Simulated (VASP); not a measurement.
# Rh in VASP: notebook

Runs on Rh. Level: PBEsol. Tasks: single point.

Everything below comes from runs of VASP 6.6.1. Logs are shortened: lines on timing, memory, paths and dates and some standing lists are left out, and cuts for length are marked.

**1. The cell of the first run**

Symmetry: I4/mmm, No. 139, tetragonal system. The conventional cell has a = 2.770 Å, b = 2.770 Å, c = 3.803 Å, α = 90.00°, β = 90.00°, γ = 90.00°. Within 3.6 Å of Rh (site symmetry 4/mmm) lie 12 Rh at 2.73 to 2.77 Å.

**2. Single point, PBEsol (equal xx and yy strain of +3 %)**

INCAR

```
PREC     = Accurate       # precision mode
ENCUT    = 520            # plane-wave cutoff, eV
EDIFF    = 1E-6           # SCF threshold, eV
ISMEAR   = -1             # smearing method
SIGMA    = 0.08           # smearing width, eV
LREAL    = F              # projectors in reciprocal space
LASPH    = T              # aspherical terms in the spheres
NELM     = 80             # most SCF steps
ALGO     = Normal         # electronic algorithm
ISIF     = 2              # what is computed and relaxed
LWAVE    = F              # write WAVECAR
LCHARG   = F              # write CHGCAR
GGA      = PS             # functional
NBANDS   = 14             # bands
```

KPOINTS

```
Automatic mesh
0
Gamma
  16 16 16
```

POSCAR

```
Rh
1.0
    0.0000000000      1.9585965000      1.9015500000
    1.9585965000      0.0000000000      1.9015500000
    1.9585965000      1.9585965000      0.0000000000
Rh
1
Direct
    0.0000000000      0.0000000000      0.0000000000
```

Potentials or basis: VASP PAW PBE potentials, release 64 (Rh_pv).

The run is started by

```sh
$ cat potpaw_PBE.64/Rh_pv/POTCAR > POTCAR
$ mpirun -np 1 vasp_std > vasp.out
```

OUTCAR:

```text
PREC = Accurate
   ENCUT = 520
   EDIFF = 1E-6
   ISMEAR = -1
   LREAL = F
   LASPH = T
   NELM = 80
   ISIF = 2
   GGA = PS

 ion  position               nearest neighbor table
   1  0.000  0.000  0.000-

  LATTYP: Found a body centered tetragonal cell.
 ALAT       =     2.7698737335
 C/A-ratio  =     1.3730228761

  Lattice vectors:

 A1 = (   0.0000000000,  -1.9585965000,  -1.9015500000)
 A2 = (   0.0000000000,   1.9585965000,  -1.9015500000)
 A3 = (   1.9585965000,   0.0000000000,   1.9015500000)

Analysis of symmetry for initial positions (statically):
=====================================================================
 Subroutine PRICEL returns:
 Original cell was already a primitive cell.

 Routine SETGRP: Setting up the symmetry group for a
 body centered tetragonal supercell.

 Subroutine GETGRP returns: Found 16 space group operations
 (whereof 16 operations were pure point group operations)
 out of a pool of 16 trial point group operations.

The static configuration has the point symmetry D_4h.

Analysis of symmetry for dynamics (positions and initial velocities):
=====================================================================
 Subroutine PRICEL returns:
 Original cell was already a primitive cell.

 Routine SETGRP: Setting up the symmetry group for a
 body centered tetragonal supercell.

 Subroutine GETGRP returns: Found 16 space group operations
 (whereof 16 operations were pure point group operations)
 out of a pool of 16 trial point group operations.

The dynamic configuration has the point symmetry D_4h.

 Subroutine INISYM returns: Found 16 space group operations
 (whereof 16 operations are pure point group operations),
 and found     1 'primitive' translations

----------------------------------------------------------------------------------------

                                     Primitive cell

  volume of cell :      14.5891

  direct lattice vectors                    reciprocal lattice vectors
     0.000000000  1.958596500  1.901550000    -0.255284843  0.255284843  0.262943388
     1.958596500  0.000000000  1.901550000     0.255284843 -0.255284843  0.262943388
     1.958596500  1.958596500  0.000000000     0.255284843  0.255284843 -0.262943388

  length of vectors
     2.729833814  2.729833814  2.769873734     0.446631758  0.446631758  0.446631758

  position of ions in fractional coordinates (direct lattice)
     0.000000000  0.000000000  0.000000000

  ion indices of the primitive-cell ions
   primitive index   ion index
                 1           1

----------------------------------------------------------------------------------------

 KPOINTS: Automatic mesh

Automatic generation of k-mesh.
 Grid dimensions read from file:
 generate k-points for:   16   16   16

 Generating k-lattice:

  Cartesian coordinates                     Fractional coordinates (reciprocal lattice)
    -0.015955303  0.015955303  0.016433962     0.062500000  0.000000000  0.000000000
     0.015955303 -0.015955303  0.016433962     0.000000000  0.062500000  0.000000000
     0.015955303  0.015955303 -0.016433962     0.000000000  0.000000000  0.062500000

  Length of vectors
     0.027914485  0.027914485  0.027914485

  Shift w.r.t. Gamma in fractional coordinates (k-lattice)
     0.000000000  0.000000000  0.000000000

 Subroutine IBZKPT returns following result:
 ===========================================

 Found    349 irreducible k-points:

 Following reciprocal coordinates:
            Coordinates               Weight
  0.000000  0.000000  0.000000      1.000000
  0.062500  0.000000  0.000000      8.000000
  0.125000  0.000000  0.000000      8.000000
  0.187500 -0.000000  0.000000      8.000000
  0.250000  0.000000  0.000000      8.000000
  0.312500 -0.000000  0.000000      8.000000
[... 16 lines left out ...]
 -0.125000  0.062500  0.000000      8.000000
 -0.062500  0.062500  0.000000      4.000000
 [... further k-points ...]
   k-points           NKPTS =    349   k-points in BZ     NKDIM =    349   number of bands    NBANDS=     14
   number of dos      NEDOS =    301   number of ions     NIONS =      1
   total plane-waves  NPLWV =   9600
   dimension x,y,z NGX =    20 NGY =   20 NGZ =   24
   dimension x,y,z NGXF=    40 NGYF=   40 NGZF=   48
   ions per type =               1
   NGX,Y,Z   is equivalent  to a cutoff of  12.18, 12.18, 14.40 a.u.
   NGXF,Y,Z  is equivalent  to a cutoff of  24.36, 24.36, 28.81 a.u.
 SYSTEM =  unknown system
   PREC   = accura    normal or accurate (medium, high low for compatibility)
   ISTART =      0    job   : 0-new  1-cont  2-samecut
   ICHARG =      2    charge: 1-file 2-atom 10-const
   ISPIN  =      1    spin polarized calculation?
   LNONCOLLINEAR =      F non collinear calculations
   LSORBIT =      F    spin-orbit coupling
   LASPH  =      T    aspherical Exc in radial PAW
   ENCUT  =  520.0 eV  38.22 Ry    6.18 a.u.   5.08  5.08  5.15*2*pi/ulx,y,z
   NELM   =     80;   NELMIN=  2; NELMDL= -5     # of ELM steps
   EDIFF  = 0.1E-05   stopping-criterion for ELM
   LREAL  =      F    real-space projection
   EDIFFG = 0.1E-04   stopping-criterion for IOM
   NSW    =      0    number of steps for IOM
   IBRION =     -1    ionic relax: 0-MD 1-quasi-New 2-CG
   NFREE  =      0    steps in history (QN), initial steepest desc. (CG)
   ISIF   =      2    stress and relaxation
   ISYM   =      2    0-nonsym 1-usesym 2-fastsym
   POTIM  = 0.5000    time-step for ionic-motion
   TEBEG  =    0.0;   TEEND  =   0.0 temperature during run
   PSTRESS=    0.0 pullay stress
   NELECT =      15.0000    total number of electrons
   NUPDOWN=      -1.0000    fix difference up-down
   EMIN   =  10.00;   EMAX   =-10.00  energy-range for DOS
   EFERMI =   0.00;   METHOD = LEGACY
   ISMEAR =    -1;   SIGMA  =   0.08  broadening in eV -4-tet -1-fermi 0-gaus
   EFERMI_NEDOS =   21; number of points for ismear=-14 and -15
   IALGO  =     38    algorithm
   IMIX   =      4    mixing-type and parameters
     AMIX     =   0.40;   BMIX     =  1.00
     AMIX_MAG =   1.60;   BMIX_MAG =  1.00
  volume/ion in A,a.u.               =      14.59        98.45
  Fermi-wavevector in a.u.,A,eV,Ry     =   1.652327  3.122445 37.146419  2.730185
  Thomas-Fermi vector in A             =   2.740955
   LORBIT       =      0    0 simple, 1 ext, 2 COOP (PROOUT), +10 PAW based schemes
   GGA     = PS    functional components
   LHFCALC =     F    Hartree Fock is set to
   AEXX    =    0.0000 exact exchange contribution
   IVDW    =     0    specifies the selected vdW correction
   LEPSILON=     F    determine dielectric tensor
   LRPA    =     F    only Hartree local field effects (RPA)
 non-spin polarized calculation
  energy-cutoff  :      520.00
  volume of cell :       14.59
 maximum number of plane-waves:       406
   NGX = 11   NGY = 11   NGZ = 11

 number of electron      14.9999998 magnetization

 Free energy of the ion-electron system (eV)
  ---------------------------------------------------
  ext. energy  EPLUGINS =         0.00000000
  ---------------------------------------------------
  free energy    TOTEN  =        -8.07968809 eV

  energy without entropy =       -8.04724289  energy(sigma->0) =       -8.06346549

 E-fermi :  10.6904     XC(G=0): -13.8385

 val. band max:       10.6896178613   @ k =  -0.1250   0.1875   0.1250
 cond. band min:      10.6906919982   @ k =  -0.3125   0.1250   0.0625
 fundamental gap:      0.0010741369
 Fermi energy:        10.6903549683

 k-point     1 :       0.0000    0.0000    0.0000
  band No.  band energies     occupation
      1     -35.5365      2.00000
      2     -35.5365      2.00000
      3     -35.5224      2.00000
      4       3.0789      2.00000
      5       7.7844      2.00000
      6       7.7844      2.00000
      7       8.0730      2.00000
      8       9.6217      2.00000
      9       9.9677      1.99976
     10      26.6724      0.00000
     11      31.2439      0.00000
     12      31.4963      0.00000
     13      31.4963      0.00000
     14      32.3443      0.00000

 k-point     2 :       0.0625    0.0000    0.0000
  band No.  band energies     occupation
      1     -35.5566      2.00000
      2     -35.5402      2.00000
      3     -35.5285      2.00000
      4       3.2279      2.00000
      5       7.7570      2.00000
      6       7.8408      2.00000
      7       8.0934      2.00000
      8       9.5972      2.00000
      9       9.9316      1.99985
     10      26.8743      0.00000
     11      30.8456      0.00000
     12      31.2484      0.00000
     13      31.7026      0.00000
     14      32.3365      0.00000

 k-point     3 :       0.1250    0.0000    0.0000
  band No.  band energies     occupation
      1     -35.6220      2.00000
      2     -35.5508      2.00000
      3     -35.5374      2.00000
      4       3.6518      2.00000
      5       7.6446      2.00000
      6       7.9780      2.00000
      7       8.1988      2.00000
      8       9.5610      2.00000
      9       9.8551      1.99994
     10      27.3743      0.00000
     11      29.2340      0.00000
     12      31.2467      0.00000
     13      32.2939      0.00000
     14      32.8544      0.00000
[... 324 lines left out ...]
 k-point    23 :      -0.1250    0.0625    0.0000
  band No.  band energies     occupation
      1     -35.6587      2.00000
      2     -35.5586      2.00000
      3     -35.5515      2.00000
      4       3.9525      2.00000
      5       7.4793      2.00000
      6       8.0834      2.00000
      7       8.3600      2.00000
      8       9.3513      2.00000
      9      10.0112      1.99959
     10      27.6953      0.00000
     11      28.6225      0.00000
     12      31.2466      0.00000
     13      32.3487      0.00000
     14      33.1722      0.00000

 k-point    24 :      -0.0625    0.0625    0.0000
  band No.  band energies     occupation
      1     -35.5891      2.00000
      2     -35.5422      2.00000
      3     -35.5403      2.00000
      4       3.4625      2.00000
      5       7.6268      2.00000
      6       7.9199      2.00000
      7       8.2345      2.00000
      8       9.4704      2.00000
      9       9.9682      1.99976
     10      27.1872      0.00000
     11      29.9862      0.00000
     12      31.2474      0.00000
     13      32.2582      0.00000
     14      32.2650      0.00000

 [... further k-points ...]
[... 5 lines left out ...]
  --------------------------------------------------------------------------------------
  -------------------------------------------------------------------------------------
  Total       -1.8546990     -1.8546990     -1.3178521      0.0000000      0.0000000      0.0000000
  in kB     -203.6837191   -203.6837191   -144.7270026      0.0000000      0.0000000      0.0000000
  external PRESSURE =    -184.0314803 kB  Pullay stress =       0.0000000 kB

 VOLUME and BASIS-vectors are now :
 -----------------------------------------------------------------------------
  energy-cutoff  :      520.00
  volume of cell :       14.59
      direct lattice vectors                 reciprocal lattice vectors
     0.000000000  1.958596500  1.901550000    -0.255284843  0.255284843  0.262943388
     1.958596500  0.000000000  1.901550000     0.255284843 -0.255284843  0.262943388
     1.958596500  1.958596500  0.000000000     0.255284843  0.255284843 -0.262943388

 POSITION                                       TOTAL-FORCE (eV/Angst)
 -----------------------------------------------------------------------------------
      0.00000      0.00000      0.00000         0.000000      0.000000      0.000000
 -----------------------------------------------------------------------------------
    total drift:                                0.000000     -0.000000     -0.000000

  FREE ENERGIE OF THE ION-ELECTRON SYSTEM (eV)
  ---------------------------------------------------
  free  energy   TOTEN  =        -8.0796880938 eV

  energy  without entropy=       -8.0472428850  energy(sigma->0) =       -8.06346549
```

Wall time 2.1 min (1 thread of AMD EPYC 7R13, shared host); peak memory 0.15 GiB.

What came out:

| Item | Value |
| --- | --- |
| Free energy | -8.0797 eV |
| Pressure | -18.4 GPa |

Levels at points of the mesh, in eV from the Fermi level:
```tsv
k point	band 3	band 4	band 5	band 6	band 7	band 8	band 9	band 10	band 11	band 12
(0.00, 0.00, 0.00)	-46.21	-7.61	-2.91	-2.91	-2.62	-1.07	-0.72	15.98	20.55	20.81
(0.50, 0.00, 0.00)	-46.29	-5.68	-3.03	-2.71	0.45	0.60	0.73	8.01	15.43	20.40
(0.50, 0.50, 0.00)	-46.47	-5.80	-5.47	0.50	0.91	0.91	3.53	12.04	12.54	12.54
(0.50, 0.00, 0.50)	-46.42	-5.79	-5.44	0.51	0.77	1.01	2.92	11.23	12.94	13.21
```

Caveat: the cell differs from its parent crystal (equal xx and yy strain of +3 %); the PAW data sets were made with another functional, which shifts forces and pressure a little.

**3. Single point, PBEsol (equal xy, yz and zx shear strains of -3 %)**

INCAR

```
SYSTEM = Rh
ALGO = Normal ; EDIFF = 1E-6
ENCUT = 520 ; GGA = PS
ISIF = 2 ; ISMEAR = -1
LASPH = .TRUE. ; LCHARG = .TRUE.
LELF = .TRUE. ; LREAL = .FALSE.
LVHAR = .TRUE. ; LWAVE = .FALSE.
NBANDS = 14 ; NELM = 60
PREC = Accurate ; SIGMA = 0.08
```

KPOINTS

```
k-points
0
G
  16 16 16
  0 0 0
```

POSCAR

```
Rh
1.0
   -0.0570465000      1.8730267500      1.8730267500
    1.8730267500     -0.0570465000      1.8730267500
    1.8730267500      1.8730267500     -0.0570465000
Rh
1
Direct
    0.0000000000      0.0000000000      0.0000000000
```

Potentials or basis: VASP PAW PBE potentials, release 64 (Rh_pv).

The run is started by

```sh
$ cat potpaw_PBE.64/Rh_pv/POTCAR > POTCAR
$ mpirun -np 1 vasp_std > vasp.out
```

It took 2.3 min on 1 thread of AMD EPYC 7R13, shared host; peak memory 0.15 GiB.

Results (log left out):

* Free energy: -8.1251 eV
* Pressure: -4.1 GPa

Stress tensor (GPa, compression positive):
```
-4.05  5.96  5.96
 5.96 -4.05  5.96
 5.96  5.96 -4.05
```

Levels at points of the mesh, in eV from the Fermi level:
```tsv
k point	band 3	band 4	band 5	band 6	band 7	band 8	band 9	band 10	band 11	band 12
(0.00, 0.00, 0.00)	-46.31	-8.05	-3.31	-3.31	-2.71	-0.94	-0.94	15.92	20.38	20.94
(0.50, 0.00, 0.00)	-46.40	-6.17	-3.46	-2.79	0.38	0.51	0.71	8.39	15.59	20.39
(0.50, 0.50, 0.00)	-46.56	-6.34	-5.98	0.52	0.98	1.08	3.20	12.26	12.68	13.84
(0.50, 0.50, 0.50)	-46.46	-6.16	-3.24	-3.24	0.71	0.71	1.14	9.30	15.07	20.39
```

Caveat: the cell differs from its parent crystal (equal xy, yz and zx shear strains of -3 %); the PAW data sets were made with another functional, which shifts forces and pressure a little.

**4. Single point, PBEsol (equal xy, yz and zx shear strains of -1 %)**

INCAR

```
PREC     = Accurate       # precision mode
ENCUT    = 520            # plane-wave cutoff, eV
EDIFF    = 1E-6           # SCF threshold, eV
ISMEAR   = -1             # smearing method
SIGMA    = 0.08           # smearing width, eV
LREAL    = F              # projectors in reciprocal space
LASPH    = T              # aspherical terms in the spheres
NELM     = 60             # most SCF steps
ALGO     = Normal         # electronic algorithm
ISIF     = 2              # what is computed and relaxed
LWAVE    = F              # write WAVECAR
LCHARG   = T              # write CHGCAR
GGA      = PS             # functional
LELF     = T              # ELF
LVHAR    = T            
NBANDS   = 14             # bands
```

KPOINTS

```
Automatic mesh
0
Gamma
  16 16 16
```

POSCAR

```
Rh
1.0
   -0.0190155000      1.8920422500      1.8920422500
    1.8920422500     -0.0190155000      1.8920422500
    1.8920422500      1.8920422500     -0.0190155000
Rh
1
Direct
    0.0000000000      0.0000000000      0.0000000000
```

Potentials or basis: VASP PAW PBE potentials, release 64 (Rh_pv).

The run is started by

```sh
$ cat potpaw_PBE.64/Rh_pv/POTCAR > POTCAR
$ mpirun -np 1 vasp_std > vasp.out
```

OUTCAR:

```text
PREC = Accurate
   ENCUT = 520
   EDIFF = 1E-6
   ISMEAR = -1
   LREAL = F
   LASPH = T
   NELM = 60
   ISIF = 2
   GGA = PS

 ion  position               nearest neighbor table
   1  0.000  0.000  0.000-

  LATTYP: Found a trigonal (rhomboedric) cell.
 ALAT       =     2.6758193775
 COS(alpha) =     0.4899250057

  Lattice vectors:

 A1 = (  -0.0190155000,   1.8920422500,   1.8920422500)
 A2 = (   1.8920422500,  -0.0190155000,   1.8920422500)
 A3 = (   1.8920422500,   1.8920422500,  -0.0190155000)

[... 576 lines left out ...]
      6       8.7566      2.00000
      7       8.9382      2.00000
      8      10.5967      2.00000
      9      10.8095      1.99998
     10      28.2492      0.00000
     11      31.3450      0.00000
     12      32.1298      0.00000
     13      33.1452      0.00000
     14      34.1912      0.00000

 [... further k-points ...]
[... 5 lines left out ...]
  --------------------------------------------------------------------------------------
  -------------------------------------------------------------------------------------
  Total       -0.4175032     -0.4175032     -0.4175032      0.1690934      0.1690934      0.1690934
  in kB      -48.6462959    -48.6462959    -48.6462959     19.7022914     19.7022914     19.7022914
  external PRESSURE =     -48.6462959 kB  Pullay stress =       0.0000000 kB

 VOLUME and BASIS-vectors are now :
 -----------------------------------------------------------------------------
  energy-cutoff  :      520.00
  volume of cell :       13.75
      direct lattice vectors                 reciprocal lattice vectors
    -0.019015500  1.892042250  1.892042250    -0.260313822  0.262956602  0.262956602
     1.892042250 -0.019015500  1.892042250     0.262956602 -0.260313822  0.262956602
     1.892042250  1.892042250 -0.019015500     0.262956602  0.262956602 -0.260313822

 POSITION                                       TOTAL-FORCE (eV/Angst)
 -----------------------------------------------------------------------------------
      0.00000      0.00000      0.00000         0.000000     -0.000000     -0.000000
 -----------------------------------------------------------------------------------
    total drift:                               -0.000000     -0.000000     -0.000000

  FREE ENERGIE OF THE ION-ELECTRON SYSTEM (eV)
  ---------------------------------------------------
  free  energy   TOTEN  =        -8.1454681501 eV

  energy  without entropy=       -8.1158866022  energy(sigma->0) =       -8.13067738
```

Run time: 2.3 min. Hardware: 1 thread of AMD EPYC 7R13, shared host; peak memory 0.15 GiB.

What came out:

```yaml
Free_energy: -8.1455 eV
Pressure: -4.9 GPa
```

Stress tensor (GPa, compression positive):
```
-4.86  1.97  1.97
 1.97 -4.86  1.97
 1.97  1.97 -4.86
```

Levels at points of the mesh, in eV from the Fermi level:
```
           k point  band 5  band 6  band 7  band 8  band 9  band 10
(0.00, 0.00, 0.00)   -3.15   -3.15   -2.96   -0.97   -0.97    15.94
(0.50, 0.00, 0.00)   -3.26   -3.04    0.52    0.61    0.63     8.52
(0.50, 0.50, 0.00)   -5.97    0.56    0.99    1.01    3.18    12.23
(0.50, 0.50, 0.50)   -3.18   -3.18    0.62    0.62    0.81     8.82
```

Caveat: the cell differs from its parent crystal (equal xy, yz and zx shear strains of -1 %); the PAW data sets were made with another functional, which shifts forces and pressure a little.

(Continued in part 2 of 2.)
